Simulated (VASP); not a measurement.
Crystal: LiNbP2.

```
Li Nb P
1.0
     3.36856    0.00000    0.00000
    -1.68428    2.91726    0.00000
     0.00000    0.00000    6.60238
Li Nb P
1 1 2
Direct
  0.00000 0.00000 0.00000
  0.00000 0.00000 0.50000
  0.33333 0.66667 0.25000
  0.33333 0.66667 0.75000
```

- Program: VASP 6.6.1
- Task: relaxation of cell and atoms
- Functional: PBE
- Potentials or basis: VASP PAW PBE potentials, release 64 (Li_sv, Nb_sv, P)
- Cutoff: 600 eV
- k mesh: 6 × 6 × 4
- Occupations: gaussian, width 0.1 eV
- Spin: no spin polarisation

At the start: pressure -0.5 GPa; volume 16.22 Å³/atom.

Q: How do energy, volume and symmetry change on relaxing?

A: Over 19 steps the energy falls by 155.4 meV/atom and the volume is 15.45 Å³/atom (-4.8 %); space group P-6m2 (No. 187, to 0.05 Å).

Step by step:
```
step  energy change (eV)  largest force (eV/Å)  pressure (GPa)  volume (Å³)
   1              0.0000                0.8944           -0.46        64.88
   2             -0.2234                0.0036            2.19        64.38
   3             -0.2937                0.6099            4.35        63.98
   4             -0.2578                1.5955            9.08        63.02
   5             -0.3073                0.9493            5.91        63.66
   6             -0.4077                0.7633            2.45        65.48
   7             -0.4482                0.5914           -1.09        67.57
   8             -0.4686                0.5503           -1.11        67.15
   9             -0.5223                0.4668           -1.06        65.90
  10             -0.5978                0.3838           -0.39        63.40
  11             -0.2846                1.5274            7.46        58.41
  12             -0.5938                0.4706            0.38        63.01
  13             -0.5806                0.1693            2.04        61.01
  14             -0.5984                0.3948            0.89        62.29
  15             -0.6172                0.0894           -1.17        62.44
  16             -0.6175                0.0425           -0.96        62.43
  17             -0.6214                0.0156            0.25        61.63
  18             -0.6214                0.0171            0.18        61.67
  19             -0.6216                0.0339           -0.04        61.78
```

Final structure:
```cif
data_structure
_symmetry_space_group_name_H-M 'P 1'
_symmetry_Int_Tables_number 1
_cell_length_a 3.6265
_cell_length_b 3.6265
_cell_length_c 5.4243
_cell_angle_alpha 90.000
_cell_angle_beta 90.000
_cell_angle_gamma 120.000
_cell_volume 61.78
loop_
_atom_site_label
_atom_site_type_symbol
_atom_site_fract_x
_atom_site_fract_y
_atom_site_fract_z
_atom_site_occupancy
Li1 Li 0.00000 0.00000 0.00000 1
Nb1 Nb 0.00000 0.00000 0.50000 1
P1 P 0.33333 0.66667 0.23154 1
P2 P 0.33333 0.66667 0.76846 1
```

Caveat: the cutoff is under 1.25 times the usual one of these potentials, so pressure, stress and relaxed cells hold a basis-set (Pulay) error.
